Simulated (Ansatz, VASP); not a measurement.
## Two plane-wave programs on Fe

```
Fe
1.0
    -1.34982    1.34982    1.34982
     1.34982   -1.34982    1.34982
     1.34982    1.34982   -1.34982
Fe
1
Direct
  0.00000 0.00000 0.00000
```

Alike in both runs: task single point; functional LDA; k mesh 16 × 16 × 16; occupations gaussian, width 0.1 eV; no spin polarisation.

```csv
,VASP,Ansatz
version,VASP 6.6.1,Ansatz 0.2.0
potentials or method,"VASP PAW LDA potentials, release 64 (Fe), cutoff 600 eV","plane waves (420 eV) with PAW, scalar-relativistic"
valence electrons in the cell,8,16
```

VASP gave:

```
pressure (GPa) : -1.3
```

Which values does Ansatz return?

Pressure (GPa): -0.9.

Ansatz warns that its potentials were made for another functional, while VASP's fit it. LDA's correlation is that of Perdew and Zunger in VASP and of Perdew and Wang (1992) in Ansatz. VASP's potentials hold 8 valence electrons a cell and Ansatz's 16, so a difference there can come from the potentials and not from the codes.
